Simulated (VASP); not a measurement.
# B6C (Im-3m) in VASP: notebook

Runs on B6C. Level: PBE. Tasks: single point, relaxation of cell and atoms.

Program: VASP 6.6.1. These are calculated values, not measurements. Logs are shortened: lines on timing, memory, paths and dates and some standing lists are left out, and cuts for length are marked.

## (1) The cell of the first run

Symmetry: Im-3m, No. 229, cubic system. The conventional cell has a = 4.950 Å, b = 4.950 Å, c = 4.950 Å, α = 90.00°, β = 90.00°, γ = 90.00°. Within 2.3 Å of B (site symmetry -4m2) lie 4 B at 1.75 Å. C (site symmetry m-3m) has 24 B at 2.77 Å within 3.6 Å.

The cell was built from a structure type or drawn by symmetry, and may not be a known phase.

## (2) Single point, PBE

INCAR reads:

```
SYSTEM = B6C
ALGO     = Normal         ! electronic algorithm
EDIFF    = 1E-6           ! SCF threshold, eV
ENCUT    = 600            ! plane-wave cutoff, eV
GGA      = PE             ! functional
GGA_COMPAT= .False.      
ISIF     = 2              ! what is computed and relaxed
ISMEAR   = 0              ! smearing method
LASPH    = .True.         ! aspherical terms in the spheres
LCHARG   = .False.        ! write CHGCAR
LREAL    = .False.        ! projectors in reciprocal space
LWAVE    = .False.        ! write WAVECAR
NBANDS   = 20             ! bands
NELM     = 120            ! most SCF steps
PREC     = Accurate       ! precision mode
SIGMA    = 0.2            ! smearing width, eV
```

KPOINTS reads:

```
k-points
0
Gamma
  4 4 4
  0 0 0
```

POSCAR reads:

```
B6C
1.0
   -2.4750257315      2.4750257315      2.4750257315
    2.4750257315     -2.4750257315      2.4750257315
    2.4750257315      2.4750257315     -2.4750257315
B C
6 1
Direct
    0.5000000000      0.7500000000      0.2500000000
    0.5000000000      0.2500000000      0.7500000000
    0.2500000000      0.5000000000      0.7500000000
    0.7500000000      0.5000000000      0.2500000000
    0.7500000000      0.2500000000      0.5000000000
    0.2500000000      0.7500000000      0.5000000000
    0.0000000000      0.0000000000      0.0000000000
```

Potentials or basis: VASP PAW PBE potentials, release 64 (B, C).

Started as:

```bash
> cat potpaw_PBE.64/B/POTCAR potpaw_PBE.64/C/POTCAR > POTCAR
> mpirun -np 1 vasp_std > vasp.out
```

OUTCAR:

```text
SYSTEM = B6C
   EDIFF = 1E-6
   ENCUT = 600
   GGA = PE
   ISIF = 2
   ISMEAR = 0
   LASPH = .True.
   LREAL = .False.
   NELM = 120
   PREC = Accurate

 ion  position               nearest neighbor table
   1  0.500  0.750  0.250-   5 1.75   4 1.75   6 1.75   3 1.75
   2  0.500  0.250  0.750-   6 1.75   4 1.75   5 1.75   3 1.75
   3  0.250  0.500  0.750-   5 1.75   2 1.75   6 1.75   1 1.75
   4  0.750  0.500  0.250-   6 1.75   5 1.75   1 1.75   2 1.75
   5  0.750  0.250  0.500-   3 1.75   1 1.75   4 1.75   2 1.75
   6  0.250  0.750  0.500-   2 1.75   4 1.75   3 1.75   1 1.75
   7  0.000  0.000  0.000-

  LATTYP: Found a body centered cubic cell.
 ALAT       =     4.9500514630

  Lattice vectors:

 A1 = (  -2.4750257315,   2.4750257315,   2.4750257315)
 A2 = (   2.4750257315,  -2.4750257315,   2.4750257315)
 A3 = (   2.4750257315,   2.4750257315,  -2.4750257315)

Analysis of symmetry for initial positions (statically):
=====================================================================
 Subroutine PRICEL returns:
 Original cell was already a primitive cell.

 Routine SETGRP: Setting up the symmetry group for a
 body centered cubic supercell.

 Subroutine GETGRP returns: Found 48 space group operations
 (whereof 48 operations were pure point group operations)
 out of a pool of 48 trial point group operations.

The static configuration has the point symmetry O_h .

Analysis of symmetry for dynamics (positions and initial velocities):
=====================================================================
 Subroutine PRICEL returns:
 Original cell was already a primitive cell.

 Routine SETGRP: Setting up the symmetry group for a
 body centered cubic supercell.

 Subroutine GETGRP returns: Found 48 space group operations
 (whereof 48 operations were pure point group operations)
 out of a pool of 48 trial point group operations.

The dynamic configuration has the point symmetry O_h .

 Subroutine INISYM returns: Found 48 space group operations
 (whereof 48 operations are pure point group operations),
 and found     1 'primitive' translations

----------------------------------------------------------------------------------------

                                     Primitive cell

  volume of cell :      60.6456

  direct lattice vectors                    reciprocal lattice vectors
    -2.475025732  2.475025732  2.475025732     0.000000000  0.202018102  0.202018102
     2.475025732 -2.475025732  2.475025732     0.202018102  0.000000000  0.202018102
     2.475025732  2.475025732 -2.475025732     0.202018102  0.202018102  0.000000000

  length of vectors
     4.286870317  4.286870317  4.286870317     0.285696739  0.285696739  0.285696739

  position of ions in fractional coordinates (direct lattice)
     0.500000000  0.750000000  0.250000000
     0.500000000  0.250000000  0.750000000
     0.250000000  0.500000000  0.750000000
     0.750000000  0.500000000  0.250000000
     0.750000000  0.250000000  0.500000000
     0.250000000  0.750000000  0.500000000
     0.000000000  0.000000000  0.000000000

  ion indices of the primitive-cell ions
   primitive index   ion index
                 1           1
                 2           2
                 3           3
                 4           4
                 5           5
                 6           6
                 7           7

----------------------------------------------------------------------------------------

 KPOINTS: k-points

Automatic generation of k-mesh.
 Grid dimensions read from file:
 generate k-points for:    4    4    4

 Generating k-lattice:

  Cartesian coordinates                     Fractional coordinates (reciprocal lattice)
     0.000000000  0.050504525  0.050504525     0.250000000  0.000000000  0.000000000
     0.050504525  0.000000000  0.050504525     0.000000000  0.250000000  0.000000000
     0.050504525  0.050504525  0.000000000     0.000000000  0.000000000  0.250000000

  Length of vectors
     0.071424185  0.071424185  0.071424185

  Shift w.r.t. Gamma in fractional coordinates (k-lattice)
     0.000000000  0.000000000  0.000000000

 Subroutine IBZKPT returns following result:
 ===========================================

 Found      8 irreducible k-points:

 Following reciprocal coordinates:
            Coordinates               Weight
  0.000000  0.000000  0.000000      1.000000
  0.250000  0.000000  0.000000     12.000000
  0.500000  0.000000  0.000000      6.000000
  0.250000  0.250000  0.000000     24.000000
  0.250000  0.250000  0.250000      2.000000
 -0.250000  0.250000  0.250000      6.000000
  0.500000  0.500000  0.250000     12.000000
  0.500000  0.500000  0.500000      1.000000
   k-points           NKPTS =      8   k-points in BZ     NKDIM =      8   number of bands    NBANDS=     20
   number of dos      NEDOS =    301   number of ions     NIONS =      7
   total plane-waves  NPLWV =  46656
   dimension x,y,z NGX =    36 NGY =   36 NGZ =   36
[... 56 lines left out ...]
  ---------------------------------------------------
  ext. energy  EPLUGINS =         0.00000000
  ---------------------------------------------------
  free energy    TOTEN  =       -36.68601007 eV

  energy without entropy =      -36.56655618  energy(sigma->0) =      -36.62628312

 E-fermi :   4.2179     XC(G=0): -11.1519

 val. band max:        4.1742270268   @ k =   0.2500   0.0000   0.0000
 cond. band min:       4.2474948854   @ k =   0.5000   0.5000   0.2500
 fundamental gap:      0.0732678586
 Fermi energy:         4.2178786218

 k-point     1 :       0.0000    0.0000    0.0000
  band No.  band energies     occupation
      1      -9.6326      2.00000
      2      -3.1821      2.00000
      3      -2.7185      2.00000
      4      -2.7185      2.00000
      5      -0.1907      2.00000
      6      -0.1907      2.00000
[... 12 lines left out ...]
     19      13.1794      0.00000
     20      16.0137      0.00000

 k-point     2 :       0.2500    0.0000    0.0000
  band No.  band energies     occupation
      1      -9.0384      2.00000
      2      -4.6716      2.00000
      3      -3.5590      2.00000
      4      -3.3526      2.00000
      5      -1.0878      2.00000
      6      -0.1474      2.00000
[... 12 lines left out ...]
     19      12.7206      0.00000
     20      16.0774      0.00000

 k-point     3 :       0.5000    0.0000    0.0000
  band No.  band energies     occupation
      1      -7.3250      2.00000
      2      -7.2708      2.00000
      3      -3.9156      2.00000
      4      -3.7755      2.00000
      5      -1.5924      2.00000
      6      -0.7841      2.00000
[... 12 lines left out ...]
     19      13.5961      0.00000
     20      13.6795      0.00000

 k-point     4 :       0.2500    0.2500    0.0000
  band No.  band energies     occupation
      1      -7.8706      2.00000
      2      -5.7130      2.00000
      3      -5.6273      2.00000
      4      -3.6983      2.00000
      5      -0.5597      2.00000
      6      -0.5440      2.00000
[... 12 lines left out ...]
     19      12.5511      0.00000
     20      14.0587      0.00000

 k-point     5 :       0.2500    0.2500    0.2500
  band No.  band energies     occupation
      1      -6.2155      2.00000
      2      -6.2155      2.00000
      3      -6.2155      2.00000
      4      -6.0501      2.00000
      5       1.0427      2.00000
      6       2.5170      2.00000
[... 12 lines left out ...]
     19      13.5899      0.00000
     20      13.5899      0.00000

 k-point     6 :      -0.2500    0.2500    0.2500
  band No.  band energies     occupation
      1      -8.4529      2.00000
      2      -4.8514      2.00000
      3      -4.7603      2.00000
      4      -2.4301      2.00000
      5      -2.4301      2.00000
      6      -2.1359      2.00000
[... 12 lines left out ...]
     19      12.8504      0.00000
     20      14.7705      0.00000

 k-point     7 :       0.5000    0.5000    0.2500
  band No.  band energies     occupation
      1      -6.8026      2.00000
      2      -6.7387      2.00000
      3      -5.3015      2.00000
      4      -3.0247      2.00000
      5      -2.1645      2.00000
      6      -1.6095      2.00000
[... 12 lines left out ...]
     19      12.5013      0.00000
     20      14.6409      0.00000

 k-point     8 :       0.5000    0.5000    0.5000
  band No.  band energies     occupation
      1      -5.8683      2.00000
      2      -5.8683      2.00000
      3      -5.7275      2.00000
      4      -3.6317      2.00000
      5      -3.6317      2.00000
      6      -3.6317      2.00000
[... 12 lines left out ...]
     19      12.1097      0.00000
     20      14.3921      0.00000

------------------------ aborting loop because EDIFF is reached ----------------------------------------

  FORCE on cell =-STRESS in cart. coord.  units (eV):
  Direction    XX          YY          ZZ          XY          YZ          ZX
  --------------------------------------------------------------------------------------
  -------------------------------------------------------------------------------------
  Total       -0.1616451     -0.1616451     -0.1616451      0.0000000     -0.0000000     -0.0000000
  in kB       -4.2704521     -4.2704521     -4.2704521      0.0000000     -0.0000000     -0.0000000
  external PRESSURE =      -4.2704521 kB  Pullay stress =       0.0000000 kB

 VOLUME and BASIS-vectors are now :
 -----------------------------------------------------------------------------
  energy-cutoff  :      600.00
  volume of cell :       60.65
      direct lattice vectors                 reciprocal lattice vectors
    -2.475025732  2.475025732  2.475025732     0.000000000  0.202018102  0.202018102
     2.475025732 -2.475025732  2.475025732     0.202018102  0.000000000  0.202018102
     2.475025732  2.475025732 -2.475025732     0.202018102  0.202018102  0.000000000

 POSITION                                       TOTAL-FORCE (eV/Angst)
 -----------------------------------------------------------------------------------
      1.23751      0.00000      2.47503        -0.000000     -0.000000     -0.000000
      1.23751      2.47503      0.00000        -0.000000      0.000000     -0.000000
      2.47503      1.23751      0.00000         0.000000     -0.000000      0.000000
      0.00000      1.23751      2.47503        -0.000000     -0.000000     -0.000000
      0.00000      2.47503      1.23751         0.000000      0.000000      0.000000
      2.47503      0.00000      1.23751        -0.000000     -0.000000      0.000000
      0.00000      0.00000      0.00000        -0.000000     -0.000000      0.000000
 -----------------------------------------------------------------------------------
    total drift:                               -0.000000      0.000000     -0.000000

  FREE ENERGIE OF THE ION-ELECTRON SYSTEM (eV)
  ---------------------------------------------------
  free  energy   TOTEN  =       -36.6860100657 eV

  energy  without entropy=      -36.5665561764  energy(sigma->0) =      -36.62628312
```

Wall time 41 s (1 thread of AMD EPYC 7R13, shared host); peak memory 0.16 GiB.

Results:

```
Free energy            : -36.6860 eV
Pressure               : -0.4 GPa
Band gap on the k mesh : zero (bands 11 and 12 overlap by 3.16 eV)
```

Caveat: the k points lie up to 0.45 Å⁻¹ apart, too coarse for converged energies and pressures of a metal.

## (3) Single point, PBE

This run uses another cell than the first one, of 7.80 Å³/atom.

INCAR reads:

```
  ALGO = Normal
  EDIFF = 1E-6
  ENCUT = 520
  GGA = PE
  ISIF = 2
  ISMEAR = 0
  LASPH = T
  LCHARG = F
  LREAL = F
  LWAVE = F
  NBANDS = 20
  NELM = 80
  PREC = Accurate
  SIGMA = 0.2
```

KPOINTS reads:

```
k-points
0
Gamma
  5 5 5
```

POSCAR reads:

```
B6C
1.0
   -2.3894711398      2.3894711398      2.3894711398
    2.3894711398     -2.3894711398      2.3894711398
    2.3894711398      2.3894711398     -2.3894711398
B C
6 1
Direct
    0.6644630455      0.6644630455      0.0000000000
    0.3355369545      0.3355369545      0.0000000000
    0.0000000000      0.3355369545      0.3355369545
    0.0000000000      0.6644630455      0.6644630455
    0.6644630455      0.0000000000      0.6644630455
    0.3355369545      0.0000000000      0.3355369545
    0.0000000000      0.0000000000      0.0000000000
```

Potentials or basis: VASP PAW PBE potentials, release 64 (B, C).

Started as:

```bash
> cat potpaw_PBE.64/B/POTCAR potpaw_PBE.64/C/POTCAR > POTCAR
> mpirun -np 1 vasp_std > vasp.out
```

Run time: 5.3 s. Hardware: 1 thread of Intel Xeon 6975P-C (Granite Rapids), shared host; peak memory 0.16 GiB.

Results (log left out):

```yaml
Free_energy: -37.1130 eV
Pressure: -0.3 GPa
Largest_force: 0.013 eV/Å
Band_gap_on_the_k_mesh: zero (bands 11 and 12 overlap by 3.93 eV)
```

Forces on the atoms (eV/Å):
```
B    0.000  0.000  0.013
B    0.000  0.000 -0.013
B   -0.013  0.000  0.000
B    0.013  0.000  0.000
B    0.000  0.013  0.000
B    0.000 -0.013  0.000
C    0.000  0.000  0.000
```

Levels at points of the mesh, in eV from the Fermi level:
```tsv
k point	band 9	band 10	band 11	band 12	band 13	band 14
(0.00, 0.00, 0.00)	-4.00	-4.00	-2.91	-2.91	-2.91	2.98
```

Caveat: the k points lie up to 0.37 Å⁻¹ apart, too coarse for converged energies and pressures of a metal.

## (4) Relaxation of cell and atoms, PBE

This run uses another cell than the first one, of 8.61 Å³/atom.

INCAR reads:

```
SYSTEM = B6C
PREC     = Accurate       ! precision mode
ENCUT    = 600            ! plane-wave cutoff, eV
EDIFF    = 1E-7           ! SCF threshold, eV
ISMEAR   = 0              ! smearing method
SIGMA    = 0.2            ! smearing width, eV
LREAL    = .False.        ! projectors in reciprocal space
LASPH    = .True.         ! aspherical terms in the spheres
NELM     = 100            ! most SCF steps
ALGO     = Normal         ! electronic algorithm
ISIF     = 3              ! what is computed and relaxed
LWAVE    = .False.        ! write WAVECAR
LCHARG   = .False.        ! write CHGCAR
GGA      = PE             ! functional
IBRION   = 2              ! ionic algorithm
NSW      = 36             ! ionic steps
EDIFFG   = -0.08          ! ionic threshold
```

KPOINTS reads:

```
Automatic mesh
0
Gamma
  5 5 5
  0 0 0
```

POSCAR reads:

```
B6C
1.0
   -2.4699225800      2.4699225800      2.4699225800
    2.4699225800     -2.4699225800      2.4699225800
    2.4699225800      2.4699225800     -2.4699225800
B C
6 1
Direct
    0.7256271800      0.7256271800      0.0000000000
    0.2743728200      0.2743728200      0.0000000000
    0.0000000000      0.2743728200      0.2743728200
    0.0000000000      0.7256271800      0.7256271800
    0.7256271800      0.0000000000      0.7256271800
    0.2743728200      0.0000000000      0.2743728200
    0.0000000000      0.0000000000      0.0000000000
```

Started as:

```bash
> cat potpaw_PBE.64/B/POTCAR potpaw_PBE.64/C/POTCAR > POTCAR
> mpirun -np 1 vasp_std > vasp.out
```

It took 70 s on 1 thread of Intel Xeon 6975P-C (Granite Rapids), shared host; peak memory 0.19 GiB.

The run converged. Its results:

```yaml
Free_energy: -37.1246 eV
Relaxed_volume: 7.77 Å³/atom
Relaxed_cell: a = 4.135 Å, b = 4.135 Å, c = 4.135 Å, α = 109.47°, β = 109.47°, γ = 109.47°
Space_group_after_relaxing_to_0.1_Å: Im-3m (No. 229)
Energy_gained_by_relaxing: 1167.0 meV/atom
Ionic_steps: 12
Pressure_after_relaxing: 0.2 GPa
Largest_force_after_relaxing: 0.057 eV/Å
Band_gap_on_the_k_mesh: zero (bands 11 and 12 overlap by 3.94 eV)
```

Forces on the atoms (eV/Å):
```
B    0.000  0.000  0.057
B    0.000  0.000 -0.057
B   -0.057  0.000  0.000
B    0.057  0.000  0.000
B    0.000  0.057  0.000
B    0.000 -0.057  0.000
C    0.000  0.000  0.000
```

The path:
```
step  energy change (eV)  largest force (eV/Å)  pressure (GPa)  volume (Å³)
   1              0.0000                8.2571           37.60        60.27
   2             -5.2282                1.3973          -23.60        79.67
   3             -5.8712                2.0441          -26.44        72.01
   4             -5.9671                1.9042          -26.78        73.29
   5             -5.9663                0.8137          -27.53        75.80
   6             -6.0073                1.6260          -27.10        74.14
   7             -5.7669                8.2546           10.23        60.19
   8             -7.2499                1.4440          -15.01        66.29
   9             -8.0411                0.4819           -6.53        57.92
  10             -8.1552                0.2375            3.40        53.44
  11             -8.1655                0.1870           -1.17        54.88
  12             -8.1690                0.0568            0.22        54.41
```

Final structure:
```
CELL_PARAMETERS angstrom
-2.38706 2.38706 2.38706
2.38706 -2.38706 2.38706
2.38706 2.38706 -2.38706
ATOMIC_POSITIONS crystal
B 0.66436 0.66436 0.00000
B 0.33564 0.33564 0.00000
B 0.00000 0.33564 0.33564
B 0.00000 0.66436 0.66436
B 0.66436 0.00000 0.66436
B 0.33564 0.00000 0.33564
C 0.00000 0.00000 0.00000
```

Levels at points of the mesh, in eV from the Fermi level:
```tsv
k point	band 9	band 10	band 11	band 12	band 13	band 14
(0.00, 0.00, 0.00)	-4.03	-4.03	-2.92	-2.92	-2.92	2.99
```

Caveat: the relaxation stopped at a loose force limit of 0.08 eV/Å, so its end isn't a converged minimum.

## (5) Summary

| task | cell | k mesh | cutoff (eV) | gap on the mesh (eV) | pressure (GPa) | largest force (eV/Å) |
| --- | --- | --- | --- | --- | --- | --- |
| single point | a = 4.287 Å, angles 109.5°, 7 atoms, atomic positions A | 4 × 4 × 4 | 600 | none | -0.4 | - |
| single point | a = 4.139 Å, angles 109.5°, 7 atoms, atomic positions B | 5 × 5 × 5 | 520 | none | -0.3 | 0.01 |
| relaxation of cell and atoms | relaxed from a = 4.278 Å, angles 109.5°, 7 atoms, atomic positions C | 5 × 5 × 5 | 600 | none | 0.2 | 0.06 |

Alike in all rows: level PBE; potentials or basis VASP PAW PBE potentials, release 64 (B, C); no spin polarisation; smearing gaussian 0.2 eV.

Caveats: some runs use coarse meshes; the relaxation stopped at a loose force limit of 0.08 eV/Å, so its end isn't a converged minimum (at least some runs).

Total energies depend on the potentials used, so only differences within one code and one set of settings carry meaning.
